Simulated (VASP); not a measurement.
# PbS (Fm-3m) in VASP: settings compared

PbS is run at these levels: PBE, PBEsol; tasks: single point.

Program: VASP 6.6.1. These are calculated values, not measurements. Logs are shortened: lines on timing, memory, paths and dates and some standing lists are left out, and cuts for length are marked.

### Step 1. The cell of the first run

The structure is cubic, space group Fm-3m (No. 225). The conventional cell has a = 6.009 Å, b = 6.009 Å, c = 6.009 Å, α = 90.00°, β = 90.00°, γ = 90.00°. Within 4.0 Å of Pb (site symmetry m-3m) lie 6 S at 3.00 Å. Within 4.0 Å of S (site symmetry m-3m) lie 6 Pb at 3.00 Å.

### Step 2. Single point, PBE

Input file INCAR:

```
SYSTEM = PbS
PREC = Accurate
ENCUT = 520
EDIFF = 1E-6
ISMEAR = 0
SIGMA = 0.05
LREAL = .False.
LASPH = .True.
NELM = 100
ALGO = Normal
ISIF = 2
LWAVE = .False.
LCHARG = .False.
GGA = PE
NBANDS = 17
```

Input file KPOINTS:

```
regular mesh
0
Gamma
  10 10 10
  0 0 0
```

Input file POSCAR:

```
PbS
1.0
    0.0000000000      3.0045317637      3.0045317637
    3.0045317637      0.0000000000      3.0045317637
    3.0045317637      3.0045317637      0.0000000000
Pb S
1 1
Direct
    0.5000000000      0.5000000000      0.5000000000
    0.0000000000      0.0000000000      0.0000000000
```

Potentials or basis: VASP PAW PBE potentials, release 64 (Pb_d, S).

Launch:

```
> cat potpaw_PBE.64/Pb_d/POTCAR potpaw_PBE.64/S/POTCAR > POTCAR
> mpirun -np 1 vasp_std > vasp.out
```

OUTCAR:

```text
SYSTEM = PbS
   PREC = Accurate
   ENCUT = 520
   EDIFF = 1E-6
   ISMEAR = 0
   LREAL = .False.
   LASPH = .True.
   NELM = 100
   ISIF = 2
   GGA = PE

 ion  position               nearest neighbor table
   1  0.500  0.500  0.500-   2 3.00   2 3.00   2 3.00   2 3.00   2 3.00   2 3.00
   2  0.000  0.000  0.000-   1 3.00   1 3.00   1 3.00   1 3.00   1 3.00   1 3.00

  LATTYP: Found a face centered cubic cell.
 ALAT       =     6.0090635274

  Lattice vectors:

 A1 = (   0.0000000000,   3.0045317637,   3.0045317637)
 A2 = (   3.0045317637,   0.0000000000,   3.0045317637)
 A3 = (   3.0045317637,   3.0045317637,   0.0000000000)

Analysis of symmetry for initial positions (statically):
=====================================================================
 Subroutine PRICEL returns:
 Original cell was already a primitive cell.

 Routine SETGRP: Setting up the symmetry group for a
 face centered cubic supercell.

 Subroutine GETGRP returns: Found 48 space group operations
 (whereof 48 operations were pure point group operations)
 out of a pool of 48 trial point group operations.

The static configuration has the point symmetry O_h .

Analysis of symmetry for dynamics (positions and initial velocities):
=====================================================================
 Subroutine PRICEL returns:
 Original cell was already a primitive cell.

 Routine SETGRP: Setting up the symmetry group for a
 face centered cubic supercell.

 Subroutine GETGRP returns: Found 48 space group operations
 (whereof 48 operations were pure point group operations)
 out of a pool of 48 trial point group operations.

The dynamic configuration has the point symmetry O_h .

 Subroutine INISYM returns: Found 48 space group operations
 (whereof 48 operations are pure point group operations),
 and found     1 'primitive' translations

----------------------------------------------------------------------------------------

                                     Primitive cell

  volume of cell :      54.2451

  direct lattice vectors                    reciprocal lattice vectors
     0.000000000  3.004531764  3.004531764    -0.166415282  0.166415282  0.166415282
     3.004531764  0.000000000  3.004531764     0.166415282 -0.166415282  0.166415282
     3.004531764  3.004531764  0.000000000     0.166415282  0.166415282 -0.166415282

  length of vectors
     4.249049569  4.249049569  4.249049569     0.288239723  0.288239723  0.288239723

  position of ions in fractional coordinates (direct lattice)
     0.500000000  0.500000000  0.500000000
     0.000000000  0.000000000  0.000000000

  ion indices of the primitive-cell ions
   primitive index   ion index
                 1           1
                 2           2

----------------------------------------------------------------------------------------

 KPOINTS: regular mesh

Automatic generation of k-mesh.
 Grid dimensions read from file:
 generate k-points for:   10   10   10

 Generating k-lattice:

  Cartesian coordinates                     Fractional coordinates (reciprocal lattice)
    -0.016641528  0.016641528  0.016641528     0.100000000  0.000000000  0.000000000
     0.016641528 -0.016641528  0.016641528     0.000000000  0.100000000  0.000000000
     0.016641528  0.016641528 -0.016641528     0.000000000  0.000000000  0.100000000

  Length of vectors
     0.028823972  0.028823972  0.028823972

  Shift w.r.t. Gamma in fractional coordinates (k-lattice)
     0.000000000  0.000000000  0.000000000

 Subroutine IBZKPT returns following result:
 ===========================================

 Found     47 irreducible k-points:

 Following reciprocal coordinates:
            Coordinates               Weight
  0.000000  0.000000  0.000000      1.000000
  0.100000  0.000000  0.000000      8.000000
  0.200000  0.000000  0.000000      8.000000
  0.300000  0.000000  0.000000      8.000000
  0.400000  0.000000  0.000000      8.000000
  0.500000  0.000000  0.000000      4.000000
[... 16 lines left out ...]
  0.300000  0.300000  0.000000      6.000000
  0.400000  0.300000  0.000000     24.000000
 [... further k-points ...]
   k-points           NKPTS =     47   k-points in BZ     NKDIM =     47   number of bands    NBANDS=     17
   number of dos      NEDOS =    301   number of ions     NIONS =      2
   total plane-waves  NPLWV =  32768
   dimension x,y,z NGX =    32 NGY =   32 NGZ =   32
   dimension x,y,z NGXF=    64 NGYF=   64 NGZF=   64
   ions per type =               1   1
   NGX,Y,Z   is equivalent  to a cutoff of  12.52, 12.52, 12.52 a.u.
   NGXF,Y,Z  is equivalent  to a cutoff of  25.04, 25.04, 25.04 a.u.
 SYSTEM =  PbS
   PREC   = accura    normal or accurate (medium, high low for compatibility)
   ISTART =      0    job   : 0-new  1-cont  2-samecut
   ICHARG =      2    charge: 1-file 2-atom 10-const
   ISPIN  =      1    spin polarized calculation?
   LNONCOLLINEAR =      F non collinear calculations
   LSORBIT =      F    spin-orbit coupling
   LASPH  =      T    aspherical Exc in radial PAW
   ENCUT  =  520.0 eV  38.22 Ry    6.18 a.u.   7.90  7.90  7.90*2*pi/ulx,y,z
   NELM   =    100;   NELMIN=  2; NELMDL= -5     # of ELM steps
   EDIFF  = 0.1E-05   stopping-criterion for ELM
   LREAL  =      F    real-space projection
   EDIFFG = 0.1E-04   stopping-criterion for IOM
   NSW    =      0    number of steps for IOM
   IBRION =     -1    ionic relax: 0-MD 1-quasi-New 2-CG
   NFREE  =      0    steps in history (QN), initial steepest desc. (CG)
   ISIF   =      2    stress and relaxation
   ISYM   =      2    0-nonsym 1-usesym 2-fastsym
   POTIM  = 0.5000    time-step for ionic-motion
   TEBEG  =    0.0;   TEEND  =   0.0 temperature during run
   PSTRESS=    0.0 pullay stress
   NELECT =      20.0000    total number of electrons
   NUPDOWN=      -1.0000    fix difference up-down
   EMIN   =  10.00;   EMAX   =-10.00  energy-range for DOS
   EFERMI =   0.00;   METHOD = LEGACY
   ISMEAR =     0;   SIGMA  =   0.05  broadening in eV -4-tet -1-fermi 0-gaus
   EFERMI_NEDOS =   21; number of points for ismear=-14 and -15
   IALGO  =     38    algorithm
   IMIX   =      4    mixing-type and parameters
     AMIX     =   0.40;   BMIX     =  1.00
     AMIX_MAG =   1.60;   BMIX_MAG =  1.00
  volume/ion in A,a.u.               =      27.12       183.03
  Fermi-wavevector in a.u.,A,eV,Ry     =   1.173901  2.218351 18.749412  1.378043
  Thomas-Fermi vector in A             =   2.310306
   LORBIT       =      0    0 simple, 1 ext, 2 COOP (PROOUT), +10 PAW based schemes
   GGA     = PE    functional components
   LHFCALC =     F    Hartree Fock is set to
   AEXX    =    0.0000 exact exchange contribution
   IVDW    =     0    specifies the selected vdW correction
   LEPSILON=     F    determine dielectric tensor
   LRPA    =     F    only Hartree local field effects (RPA)
 non-spin polarized calculation
 Gauss-broadening in eV      SIGMA  =   0.05
  energy-cutoff  :      520.00
  volume of cell :       54.25
 maximum number of plane-waves:      1476
   NGX = 15   NGY = 15   NGZ = 15

 number of electron      20.0000003 magnetization

 Free energy of the ion-electron system (eV)
  ---------------------------------------------------
  ext. energy  EPLUGINS =         0.00000000
  ---------------------------------------------------
  free energy    TOTEN  =        -8.76949407 eV

  energy without entropy =       -8.76949407  energy(sigma->0) =       -8.76949407

 E-fermi :   5.5370     XC(G=0):  -9.5001

 val. band max:        5.2803418497   @ k =   0.5000   0.0000   0.0000
 cond. band min:       5.7796368608   @ k =   0.5000   0.0000   0.0000
 fundamental gap:      0.4992950111
 Fermi energy:         5.5370168008

 k-point     1 :       0.0000    0.0000    0.0000
  band No.  band energies     occupation
      1     -11.4474      2.00000
      2     -11.4474      2.00000
      3     -11.4474      2.00000
      4     -11.4300      2.00000
      5     -11.4300      2.00000
      6      -7.9339      2.00000
[... 9 lines left out ...]
     16      12.1471      0.00000
     17      14.0868      0.00000

 k-point     2 :       0.1000    0.0000    0.0000
  band No.  band energies     occupation
      1     -11.4469      2.00000
      2     -11.4452      2.00000
      3     -11.4452      2.00000
      4     -11.4308      2.00000
      5     -11.4308      2.00000
      6      -7.8534      2.00000
[... 9 lines left out ...]
     16      12.3856      0.00000
     17      14.8625      0.00000

 k-point     3 :       0.2000    0.0000    0.0000
  band No.  band energies     occupation
      1     -11.4458      2.00000
      2     -11.4451      2.00000
      3     -11.4451      2.00000
      4     -11.4275      2.00000
      5     -11.4275      2.00000
      6      -7.6235      2.00000
[... 9 lines left out ...]
     16      12.9506      0.00000
     17      16.2893      0.00000

 k-point     4 :       0.3000    0.0000    0.0000
  band No.  band energies     occupation
      1     -11.4511      2.00000
      2     -11.4511      2.00000
      3     -11.4447      2.00000
      4     -11.4173      2.00000
      5     -11.4173      2.00000
      6      -7.2863      2.00000
[... 9 lines left out ...]
     16      13.7852      0.00000
     17      17.4680      0.00000

 k-point     5 :       0.4000    0.0000    0.0000
  band No.  band energies     occupation
      1     -11.4569      2.00000
      2     -11.4569      2.00000
      3     -11.4440      2.00000
      4     -11.4080      2.00000
      5     -11.4080      2.00000
      6      -6.9442      2.00000
[... 9 lines left out ...]
     16      14.8100      0.00000
     17      16.6455      0.00000

 k-point     6 :       0.5000    0.0000    0.0000
  band No.  band energies     occupation
      1     -11.4592      2.00000
      2     -11.4592      2.00000
      3     -11.4438      2.00000
      4     -11.4043      2.00000
      5     -11.4043      2.00000
      6      -6.7865      2.00000
[... 9 lines left out ...]
     16      15.5038      0.00000
     17      15.7886      0.00000

 k-point     7 :       0.1000    0.1000    0.0000
  band No.  band energies     occupation
      1     -11.4494      2.00000
      2     -11.4425      2.00000
      3     -11.4425      2.00000
      4     -11.4362      2.00000
      5     -11.4279      2.00000
      6      -7.8259      2.00000
[... 9 lines left out ...]
     16      12.8796      0.00000
     17      14.5502      0.00000

 k-point     8 :       0.2000    0.1000    0.0000
  band No.  band energies     occupation
      1     -11.4500      2.00000
      2     -11.4451      2.00000
      3     -11.4393      2.00000
      4     -11.4353      2.00000
      5     -11.4241      2.00000
      6      -7.6440      2.00000
[... 9 lines left out ...]
     16      13.4984      0.00000
     17      15.3697      0.00000
[... 203 lines left out ...]
      1     -11.4874      2.00000
      2     -11.4424      2.00000
      3     -11.4404      2.00000
      4     -11.4172      2.00000
      5     -11.4023      2.00000
      6      -6.6728      2.00000
[... 9 lines left out ...]
     16      15.8907      0.00000
     17      16.3539      0.00000

 k-point    20 :      -0.4000    0.2000    0.0000
  band No.  band energies     occupation
      1     -11.4813      2.00000
      2     -11.4446      2.00000
      3     -11.4354      2.00000
      4     -11.4185      2.00000
      5     -11.4074      2.00000
      6      -6.6322      2.00000
[... 9 lines left out ...]
     16      14.8276      0.00000
     17      16.9965      0.00000

 k-point    21 :      -0.3000    0.2000    0.0000
  band No.  band energies     occupation
      1     -11.4692      2.00000
      2     -11.4457      2.00000
      3     -11.4361      2.00000
      4     -11.4177      2.00000
      5     -11.4173      2.00000
      6      -6.8447      2.00000
[... 9 lines left out ...]
     16      15.2338      0.00000
     17      16.3318      0.00000

 k-point    22 :      -0.2000    0.2000    0.0000
  band No.  band energies     occupation
      1     -11.4559      2.00000
      2     -11.4444      2.00000
      3     -11.4414      2.00000
      4     -11.4281      2.00000
      5     -11.4163      2.00000
      6      -7.1669      2.00000
[... 9 lines left out ...]
     16      15.1467      0.00000
     17      15.5717      0.00000

 k-point    23 :       0.3000    0.3000    0.0000
  band No.  band energies     occupation
      1     -11.4985      2.00000
      2     -11.4614      2.00000
      3     -11.4155      2.00000
      4     -11.4137      2.00000
      5     -11.4137      2.00000
      6      -7.0525      2.00000
[... 9 lines left out ...]
     16      15.7449      0.00000
     17      16.1613      0.00000

 k-point    24 :       0.4000    0.3000    0.0000
  band No.  band energies     occupation
      1     -11.5151      2.00000
      2     -11.4613      2.00000
      3     -11.4185      2.00000
      4     -11.4081      2.00000
      5     -11.4034      2.00000
      6      -6.7897      2.00000
[... 9 lines left out ...]
     16      16.2420      0.00000
     17      16.9327      0.00000

 [... further k-points ...]
[... 5 lines left out ...]
  --------------------------------------------------------------------------------------
  -------------------------------------------------------------------------------------
  Total       -0.0241492     -0.0241492     -0.0241492      0.0000000      0.0000000      0.0000000
  in kB       -0.7132698     -0.7132698     -0.7132698      0.0000000      0.0000000      0.0000000
  external PRESSURE =      -0.7132698 kB  Pullay stress =       0.0000000 kB

 VOLUME and BASIS-vectors are now :
 -----------------------------------------------------------------------------
  energy-cutoff  :      520.00
  volume of cell :       54.25
      direct lattice vectors                 reciprocal lattice vectors
     0.000000000  3.004531764  3.004531764    -0.166415282  0.166415282  0.166415282
     3.004531764  0.000000000  3.004531764     0.166415282 -0.166415282  0.166415282
     3.004531764  3.004531764  0.000000000     0.166415282  0.166415282 -0.166415282

 POSITION                                       TOTAL-FORCE (eV/Angst)
 -----------------------------------------------------------------------------------
      3.00453      3.00453      3.00453         0.000000      0.000000      0.000000
      0.00000      0.00000      0.00000        -0.000000     -0.000000     -0.000000
 -----------------------------------------------------------------------------------
    total drift:                                0.000000     -0.000000      0.000000

  FREE ENERGIE OF THE ION-ELECTRON SYSTEM (eV)
  ---------------------------------------------------
  free  energy   TOTEN  =        -8.7694940677 eV

  energy  without entropy=       -8.7694940677  energy(sigma->0) =       -8.76949407
```

It took 20 s on 1 thread of AMD EPYC 9R45 (Zen 5), shared host; peak memory 0.17 GiB.

Results:

```
Free energy            : -8.7695 eV
Pressure               : -0.1 GPa
Band gap on the k mesh : 0.50 eV, direct
```

Levels at points of the mesh, in eV from the valence-band top:
```csv
k point,band 8,band 9,band 10,band 11,band 12,band 13
"(0.00, 0.00, 0.00)",-1.94,-1.94,-1.94,5.14,5.14,5.14
"(0.50, 0.00, 0.00)",-1.58,-1.58,0.00,0.50,2.08,2.08
"(0.50, 0.50, 0.00)",-4.83,-3.15,-3.15,4.07,5.48,5.57
```

Caveat: spin-orbit coupling is left out, which moves the levels of the heavy elements. A k mesh can miss the band edges.

### Step 3. Single point, PBEsol

Input file INCAR:

```
ALGO = Normal
EDIFF = 1E-6
ENCUT = 520
GGA = PS
ISIF = 2
ISMEAR = 0
LASPH = T
LCHARG = F
LREAL = F
LWAVE = F
NBANDS = 17
NELM = 60
PREC = Accurate
SIGMA = 0.05
```

Input file KPOINTS:

```
k-points
0
Gamma
  10 10 10
```

POSCAR is that of step 2.

Potentials or basis: VASP PAW PBE potentials, release 64 (Pb_d, S).

Launch:

```
> cat potpaw_PBE.64/Pb_d/POTCAR potpaw_PBE.64/S/POTCAR > POTCAR
> mpirun -np 1 vasp_std > vasp.out
```

OUTCAR:

```text
EDIFF = 1E-6
   ENCUT = 520
   GGA = PS
   ISIF = 2
   ISMEAR = 0
   LASPH = T
   LREAL = F
   NELM = 60
   PREC = Accurate

 ion  position               nearest neighbor table
   1  0.500  0.500  0.500-   2 3.00   2 3.00   2 3.00   2 3.00   2 3.00   2 3.00
   2  0.000  0.000  0.000-   1 3.00   1 3.00   1 3.00   1 3.00   1 3.00   1 3.00

  LATTYP: Found a face centered cubic cell.
 ALAT       =     6.0090635274

  Lattice vectors:

 A1 = (   0.0000000000,   3.0045317637,   3.0045317637)
 A2 = (   3.0045317637,   0.0000000000,   3.0045317637)
 A3 = (   3.0045317637,   3.0045317637,   0.0000000000)

Analysis of symmetry for initial positions (statically):
=====================================================================
 Subroutine PRICEL returns:
 Original cell was already a primitive cell.

 Routine SETGRP: Setting up the symmetry group for a
 face centered cubic supercell.

 Subroutine GETGRP returns: Found 48 space group operations
 (whereof 48 operations were pure point group operations)
 out of a pool of 48 trial point group operations.

The static configuration has the point symmetry O_h .

Analysis of symmetry for dynamics (positions and initial velocities):
[... 160 lines left out ...]

 val. band max:        5.1458900701   @ k =   0.5000   0.0000   0.0000
 cond. band min:       5.5368136210   @ k =   0.5000   0.0000   0.0000
 fundamental gap:      0.3909235509
 Fermi energy:         5.3411956944

 k-point     1 :       0.0000    0.0000    0.0000
  band No.  band energies     occupation
      1     -11.4978      2.00000
      2     -11.4978      2.00000
      3     -11.4978      2.00000
      4     -11.4834      2.00000
      5     -11.4834      2.00000
      6      -8.0724      2.00000
[... 457 lines left out ...]
      4     -11.4575      2.00000
      5     -11.4533      2.00000
      6      -6.9053      2.00000
[... 9 lines left out ...]
     16      16.0031      0.00000
     17      16.7606      0.00000

 [... further k-points ...]

------------------------ aborting loop because EDIFF is reached ----------------------------------------

  FORCE on cell =-STRESS in cart. coord.  units (eV):
  Direction    XX          YY          ZZ          XY          YZ          ZX
  --------------------------------------------------------------------------------------
  -------------------------------------------------------------------------------------
  Total       -0.9856492     -0.9856492     -0.9856492     -0.0000000      0.0000000      0.0000000
  in kB      -29.1120335    -29.1120335    -29.1120335     -0.0000000      0.0000000      0.0000000
  external PRESSURE =     -29.1120335 kB  Pullay stress =       0.0000000 kB

 VOLUME and BASIS-vectors are now :
 -----------------------------------------------------------------------------
  energy-cutoff  :      520.00
  volume of cell :       54.25
      direct lattice vectors                 reciprocal lattice vectors
     0.000000000  3.004531764  3.004531764    -0.166415282  0.166415282  0.166415282
     3.004531764  0.000000000  3.004531764     0.166415282 -0.166415282  0.166415282
     3.004531764  3.004531764  0.000000000     0.166415282  0.166415282 -0.166415282

 POSITION                                       TOTAL-FORCE (eV/Angst)
 -----------------------------------------------------------------------------------
      3.00453      3.00453      3.00453         0.000000      0.000000     -0.000000
      0.00000      0.00000      0.00000        -0.000000     -0.000000      0.000000
 -----------------------------------------------------------------------------------
    total drift:                                0.000000     -0.000000      0.000000

  FREE ENERGIE OF THE ION-ELECTRON SYSTEM (eV)
  ---------------------------------------------------
  free  energy   TOTEN  =        -9.4309909200 eV

  energy  without entropy=       -9.4309909200  energy(sigma->0) =       -9.43099092
```

Run time: 19 s. Hardware: 1 thread of AMD EPYC 9R45 (Zen 5), shared host; peak memory 0.17 GiB.

What came out:

| Item | Value |
| --- | --- |
| Free energy | -9.4310 eV |
| Pressure | -2.9 GPa |
| Band gap on the k mesh | 0.39 eV, direct |

Levels at points of the mesh, in eV from the valence-band top:
```tsv
k point	band 8	band 9	band 10	band 11	band 12	band 13
(0.00, 0.00, 0.00)	-1.94	-1.94	-1.94	5.09	5.09	5.09
(0.50, 0.00, 0.00)	-1.57	-1.57	0.00	0.39	2.02	2.02
(0.50, 0.50, 0.00)	-4.88	-3.17	-3.17	3.93	5.43	5.53
```

Caveat: the PAW data sets were made with another functional, which shifts forces and pressure a little; spin-orbit coupling is left out, which moves the levels of the heavy elements.
